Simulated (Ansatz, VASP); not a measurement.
Sr2SeO in VASP and in Ansatz

```xyz
4
Lattice="4.0899 0.0000 0.0000 0.0000 4.0899 0.0000 0.0000 0.0000 5.7916" Properties=species:S:1:pos:R:3 pbc="T T T"
O     0.0000    0.0000    0.0000
Sr    0.0000    0.0000    2.8958
Sr    2.0449    2.0449    0.0000
Se    2.0449    2.0449    2.8958
```

Alike in both runs: task single point; functional r2SCAN; k mesh 6 × 6 × 4; no spin polarisation.

|  | VASP | Ansatz |
| --- | --- | --- |
| version | VASP 6.6.1 | Ansatz 0.2.0 |
| potentials or method | VASP PAW PBE potentials, release 64 (O, Sr_sv, Se) | plane waves, PAW |
| plane-wave cutoff (eV) | 520 | 500 |
| occupations | gaussian, width 0.01 eV | fixed |
| valence electrons in the cell | 32 | 42 |

VASP gave:

```
gap on the k mesh at the Fermi level (eV) : 2.37
pressure (GPa)                            : 2.0
```

Task: Which values does Ansatz return?

Result: gap on the k mesh at the Fermi level (eV): 2.40; pressure (GPa): 1.8.

VASP's potentials were made for PBE, not for r2SCAN. VASP's potentials hold 32 valence electrons a cell and Ansatz's 42, so a difference there can come from the potentials and not from the codes.
